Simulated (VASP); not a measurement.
## WS2: single point with PBEsol+D3(BJ)

The system is WS2.

```
W S
1.0
     3.02115    0.00000    0.00000
    -1.51058    2.61640    0.00000
     0.00000    0.00000   11.89267
W S
2 4
Direct
  0.33333 0.66667 0.75000
  0.66667 0.33333 0.25000
  0.33333 0.66667 0.11477
  0.66667 0.33333 0.61477
  0.33333 0.66667 0.38523
  0.66667 0.33333 0.88523
```

This cell differs from its parent crystal: biaxial strain in the a-b plane: -3.0 %, then relaxed in part.

```yaml
Program: VASP 6.6.1
Task: single point
Functional: PBEsol
Dispersion: D3(BJ)
Potentials_or_basis: VASP PAW PBE potentials, release 64 (W_sv, S)
Cutoff: 520 eV
k_mesh: 12 × 12 × 4
Occupations: gaussian, width 0.02 eV
Spin: no spin polarisation
```

| Item | Value |
| --- | --- |
| Pressure | 7.6 GPa |
| Largest force | 0.020 eV/Å |
| Band gap on the k mesh | 0.72 eV, indirect (least direct gap 1.83 eV) |
| Dispersion energy per atom | -0.438 eV |

Forces on the atoms (eV/Å):
```
W    0.000  0.000  0.000
W    0.000  0.000  0.000
S    0.000  0.000 -0.020
S    0.000  0.000 -0.020
S    0.000  0.000  0.020
S    0.000  0.000  0.020
```

Stress tensor (GPa, compression positive):
```
11.27  0.00  0.00
 0.00 11.27  0.00
 0.00  0.00  0.23
```

Levels at points of the mesh, in eV from the valence-band top:
```tsv
k point	band 23	band 24	band 25	band 26	band 27	band 28	band 29	band 30
(0.00, 0.00, 0.00)	-1.67	-1.67	-1.31	0.00	2.66	2.66	2.78	2.78
(0.50, 0.00, 0.00)	-1.78	-1.60	-1.59	-1.20	2.68	3.12	3.18	3.21
(0.00, 0.00, 0.50)	-1.71	-1.71	-0.37	-0.37	2.73	2.73	2.73	2.73
(0.50, 0.00, 0.50)	-1.66	-1.66	-1.40	-1.40	3.10	3.10	3.14	3.14
```

Run time: 73 s on 1 thread of Intel(R) Xeon(R) 6975P-C (Granite Rapids) (shared host), peak memory 0.32 GiB.

Caveat: the cell differs from its parent crystal (biaxial strain in the a-b plane: -3.0 %, then relaxed in part); the PAW data sets were made with another functional, which shifts forces and pressure a little; spin-orbit coupling is left out, which moves the levels of the heavy elements. A k mesh can miss the band edges.
